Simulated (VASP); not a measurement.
# WC (Qusongite) (P-6m2) in VASP: further runs

WC (Qusongite) is run at these levels: PBE, r2SCAN; tasks: electric field gradients.

Program: VASP 6.6.1. These are calculated values, not measurements. Logs are shortened: lines on timing, memory, paths and dates and some standing lists are left out, and cuts for length are marked.

### Step 1. The cell of the first run

It takes space group P-6m2 (No. 187, hexagonal). The conventional cell has a = 2.907 Å, b = 2.907 Å, c = 2.837 Å, α = 90.00°, β = 90.00°, γ = 120.00°. W (site symmetry -6m2) has 6 C at 2.20 Å and 2 W at 2.84 Å within 2.9 Å. C (site symmetry -6m2) has 6 W at 2.20 Å and 2 C at 2.84 Å within 2.9 Å.

### Step 2. Electric field gradients, PBE, collinear spin, ferromagnetic start

The input, INCAR:

```
SYSTEM = WC
PREC     = Accurate       ! precision mode
ENCUT    = 520            ! plane-wave cutoff, eV
EDIFF    = 1E-8           ! SCF threshold, eV
ISMEAR   = -1             ! smearing method
SIGMA    = 0.02           ! smearing width, eV
LREAL    = .False.        ! projectors in reciprocal space
LASPH    = .True.         ! aspherical terms in the spheres
NELM     = 150            ! most SCF steps
ALGO     = Normal         ! electronic algorithm
ISIF     = 2              ! what is computed and relaxed
LWAVE    = .False.        ! write WAVECAR
LCHARG   = .False.        ! write CHGCAR
ISPIN    = 2              ! spin polarisation
MAGMOM   = 2 0            ! initial moments
LORBIT   = 11             ! projections on sites
LMAXMIX  = 4              ! l up to which the mixer works
GGA      = PE             ! functional
LEFG     = .True.       
NBANDS   = 20             ! bands
```

The input, KPOINTS:

```
Automatic mesh
0
Gamma
  11 11 10
  0 0 0
```

The input, POSCAR:

```
WC
1.0
    2.9065000000      0.0000000000      0.0000000000
   -1.4532500000      2.5171028361      0.0000000000
    0.0000000000      0.0000000000      2.8366000000
W C
1 1
Direct
    0.0000000000      0.0000000000      0.0000000000
    0.6666666667      0.3333333333      0.5000000000
```

Potentials or basis: VASP PAW PBE potentials, release 64 (W_sv, C).

Launch:

```bash
$ cat potpaw_PBE.64/W_sv/POTCAR potpaw_PBE.64/C/POTCAR > POTCAR
$ mpirun -np 1 vasp_std > vasp.out
```

OUTCAR:

```text
SYSTEM = WC
   PREC = Accurate
   ENCUT = 520
   EDIFF = 1E-8
   ISMEAR = -1
   LREAL = .False.
   LASPH = .True.
   NELM = 150
   ISIF = 2
   ISPIN = 2
   LORBIT = 11
   GGA = PE

 ion  position               nearest neighbor table
   1  0.000  0.000  0.000-   2 2.20   2 2.20   2 2.20   2 2.20   2 2.20   2 2.20
   2  0.667  0.333  0.500-   1 2.20   1 2.20   1 2.20   1 2.20   1 2.20   1 2.20

  LATTYP: Found a hexagonal cell.
 ALAT       =     2.9065000000
 C/A-ratio  =     0.9759504559

  Lattice vectors:

 A1 = (   2.9065000000,   0.0000000000,   0.0000000000)
 A2 = (  -1.4532500000,   2.5171028361,   0.0000000000)
 A3 = (   0.0000000000,   0.0000000000,   2.8366000000)

Analysis of symmetry for initial positions (statically):
=====================================================================
 Subroutine PRICEL returns:
 Original cell was already a primitive cell.

 Routine SETGRP: Setting up the symmetry group for a
 hexagonal supercell.

 Subroutine GETGRP returns: Found 12 space group operations
 (whereof 12 operations were pure point group operations)
 out of a pool of 24 trial point group operations.

The static configuration has the point symmetry D_3h.

Analysis of symmetry for dynamics (positions and initial velocities):
=====================================================================
 Subroutine PRICEL returns:
 Original cell was already a primitive cell.

 Routine SETGRP: Setting up the symmetry group for a
 hexagonal supercell.

 Subroutine GETGRP returns: Found 12 space group operations
 (whereof 12 operations were pure point group operations)
 out of a pool of 24 trial point group operations.

The dynamic configuration has the point symmetry D_3h.

Analysis of structural, dynamic, and magnetic symmetry:
=====================================================================
 Subroutine PRICEL returns:
 Original cell was already a primitive cell.

 Routine SETGRP: Setting up the symmetry group for a
 hexagonal supercell.

 Subroutine GETGRP returns: Found 12 space group operations
 (whereof 12 operations were pure point group operations)
 out of a pool of 24 trial point group operations.

The overall configuration has the point symmetry D_3h.

 Subroutine INISYM returns: Found 12 space group operations
 (whereof 12 operations are pure point group operations),
 and found     1 'primitive' translations

----------------------------------------------------------------------------------------

                                     Primitive cell

  volume of cell :      20.7525

  direct lattice vectors                    reciprocal lattice vectors
     2.906500000  0.000000000  0.000000000     0.344056425  0.198641070  0.000000000
    -1.453250000  2.517102836  0.000000000     0.000000000  0.397282139  0.000000000
     0.000000000  0.000000000  2.836600000     0.000000000  0.000000000  0.352534725

  length of vectors
     2.906500000  2.906500000  2.836600000     0.397282139  0.397282139  0.352534725

  position of ions in fractional coordinates (direct lattice)
     0.000000000  0.000000000  0.000000000
     0.666666667  0.333333333  0.500000000

  ion indices of the primitive-cell ions
   primitive index   ion index
                 1           1
                 2           2

----------------------------------------------------------------------------------------

 KPOINTS: Automatic mesh

Automatic generation of k-mesh.
 Grid dimensions read from file:
 generate k-points for:   11   11   10

 Generating k-lattice:

  Cartesian coordinates                     Fractional coordinates (reciprocal lattice)
     0.031277857  0.018058279  0.000000000     0.090909091  0.000000000  0.000000000
     0.000000000  0.036116558  0.000000000     0.000000000  0.090909091  0.000000000
     0.000000000  0.000000000  0.035253472     0.000000000  0.000000000  0.100000000

  Length of vectors
     0.036116558  0.036116558  0.035253472

  Shift w.r.t. Gamma in fractional coordinates (k-lattice)
[... 58 lines left out ...]
   ISIF   =      2    stress and relaxation
   ISYM   =      2    0-nonsym 1-usesym 2-fastsym
   POTIM  = 0.5000    time-step for ionic-motion
   TEBEG  =    0.0;   TEEND  =   0.0 temperature during run
   PSTRESS=    0.0 pullay stress
   NELECT =      18.0000    total number of electrons
   NUPDOWN=      -1.0000    fix difference up-down
   EMIN   =  10.00;   EMAX   =-10.00  energy-range for DOS
   EFERMI =   0.00;   METHOD = LEGACY
   ISMEAR =    -1;   SIGMA  =   0.02  broadening in eV -4-tet -1-fermi 0-gaus
   EFERMI_NEDOS =   21; number of points for ismear=-14 and -15
   IALGO  =     38    algorithm
   IMIX   =      4    mixing-type and parameters
     AMIX     =   0.40;   BMIX     =  1.00
     AMIX_MAG =   1.60;   BMIX_MAG =  1.00
  volume/ion in A,a.u.               =      10.38        70.02
  Fermi-wavevector in a.u.,A,eV,Ry     =   1.561262  2.950358 33.164744  2.437540
  Thomas-Fermi vector in A             =   2.664353
   LORBIT       =     11    0 simple, 1 ext, 2 COOP (PROOUT), +10 PAW based schemes
   GGA     = PE    functional components
   LHFCALC =     F    Hartree Fock is set to
   AEXX    =    0.0000 exact exchange contribution
   IVDW    =     0    specifies the selected vdW correction
   LEPSILON=     F    determine dielectric tensor
   LRPA    =     F    only Hartree local field effects (RPA)
 spin polarized calculation
  energy-cutoff  :      520.00
  volume of cell :       20.75
 maximum number of plane-waves:       580
 NGX is ok and might be reduce to    24
   NGX = 11   NGY = 11   NGZ = 11

 number of electron      18.0000000 magnetization      -0.0000051

 number of electron      18.0000000 magnetization       0.0000003

 Free energy of the ion-electron system (eV)
  ---------------------------------------------------
  ext. energy  EPLUGINS =         0.00000000
  ---------------------------------------------------
  free energy    TOTEN  =       -22.44320216 eV

  energy without entropy =      -22.44288327  energy(sigma->0) =      -22.44304272

 E-fermi :  11.1301     XC(G=0): -13.8005

 val. band max:       11.0678656720   @ k =   0.4545   0.0909   0.5000
 cond. band min:      11.1332324778   @ k =   0.2727   0.2727   0.0000
 fundamental gap:      0.0653668057
 Fermi energy:        11.1300858641

 spin component 1

 k-point     1 :       0.0000    0.0000    0.0000
  band No.  band energies     occupation
      1     -62.9309      1.00000
      2     -26.9116      1.00000
      3     -26.8087      1.00000
      4     -26.8087      1.00000
      5      -3.3720      1.00000
      6       6.7639      1.00000
[... 541 lines left out ...]
     19      35.8093      0.00000
     20      37.4754      0.00000

 [... further k-points ...]

 spin component 2

 k-point     1 :       0.0000    0.0000    0.0000
  band No.  band energies     occupation
      1     -62.9309      1.00000
      2     -26.9116      1.00000
      3     -26.8087      1.00000
      4     -26.8087      1.00000
      5      -3.3720      1.00000
      6       6.7639      1.00000
[... 541 lines left out ...]
     19      35.8093      0.00000
     20      37.4754      0.00000

 [... further k-points ...]

------------------------ aborting loop because EDIFF is reached ----------------------------------------

  FORCE on cell =-STRESS in cart. coord.  units (eV):
  Direction    XX          YY          ZZ          XY          YZ          ZX
  --------------------------------------------------------------------------------------
  -------------------------------------------------------------------------------------
  Total        0.8831251      0.8831251      0.8806393      0.0000000      0.0000000      0.0000000
  in kB       68.1810068     68.1810068     67.9890954      0.0000000      0.0000000      0.0000000
  external PRESSURE =      68.1170363 kB  Pullay stress =       0.0000000 kB

 VOLUME and BASIS-vectors are now :
 -----------------------------------------------------------------------------
  energy-cutoff  :      520.00
  volume of cell :       20.75
      direct lattice vectors                 reciprocal lattice vectors
     2.906500000  0.000000000  0.000000000     0.344056425  0.198641070  0.000000000
    -1.453250000  2.517102836  0.000000000     0.000000000  0.397282139  0.000000000
     0.000000000  0.000000000  2.836600000     0.000000000  0.000000000  0.352534725

 POSITION                                       TOTAL-FORCE (eV/Angst)
 -----------------------------------------------------------------------------------
      0.00000      0.00000      0.00000        -0.000000      0.000000      0.000000
      1.45325      0.83903      1.41830         0.000000     -0.000000      0.000000
 -----------------------------------------------------------------------------------
    total drift:                                0.000000     -0.000000      0.000000

  FREE ENERGIE OF THE ION-ELECTRON SYSTEM (eV)
  ---------------------------------------------------
  free  energy   TOTEN  =       -22.4432021630 eV

  energy  without entropy=      -22.4428832732  energy(sigma->0) =      -22.44304272

 Electric field gradients (V/A^2)
---------------------------------------------------------------------
 ion       V_xx      V_yy      V_zz      V_xy      V_xz      V_yz
---------------------------------------------------------------------
   1      65.167    65.167  -130.334     0.000     0.000    -0.000
   2      -0.056    -0.055     0.111     0.000     0.000    -0.000
---------------------------------------------------------------------

 Electric field gradients after diagonalization (V/A^2)
 (convention: |V_zz| > |V_xx| > |V_yy|)
----------------------------------------------------------------------
 ion       V_xx      V_yy      V_zz     asymmetry (V_yy - V_xx)/ V_zz
----------------------------------------------------------------------
   1      65.167    65.166  -130.334       0.000
   2      -0.056    -0.055     0.111       0.008
----------------------------------------------------------------------

           NMR quadrupolar parameters

 Cq : quadrupolar parameter    Cq=e*Q*V_zz/h
 eta: asymmetry parameters     (V_yy - V_xx)/ V_zz
 Q  : nuclear electric quadrupole moment in mb (millibarn)
----------------------------------------------------------------------
 ion       Cq(MHz)       eta       Q (mb)
----------------------------------------------------------------------
   1      -0.315       0.000       1.000
   2       0.000       0.008       1.000
----------------------------------------------------------------------

 total charge

# of ion       s       p       d       tot
------------------------------------------
    1        2.349   6.427   3.400  12.176
    2        0.855   1.576   0.000   2.430
--------------------------------------------------
tot          3.203   8.003   3.400  14.607

 magnetization (x)

# of ion       s       p       d       tot
------------------------------------------
    1       -0.000   0.000   0.000   0.000
    2       -0.000  -0.000   0.000  -0.000
--------------------------------------------------
tot         -0.000  -0.000   0.000  -0.000
```

It took 99 s on 1 thread of AMD EPYC 7R43 (Zen 3), shared host; peak memory 0.15 GiB.

Results:

* Free energy: -22.4432 eV
* Pressure: 6.8 GPa
* Band gap on the k mesh: zero (filled and empty bands overlap)
* Net moment: 0.00 μB per cell
* Valence electrons inside the program's atomic spheres: W 12.18; C 2.43

Electric field gradients, principal values (V/Å²):
```csv
atom,least,middle,greatest (by size)
1 W,65.166,65.167,-130.334
2 C,-0.055,-0.056,0.111
```

Caveat: without QUAD_EFG the Cq values of the log hold for a quadrupole moment of 1 mb, not for the nuclei; spin-orbit coupling is left out, which moves the levels of the heavy elements.

(Part 1 of 2 ends here.)
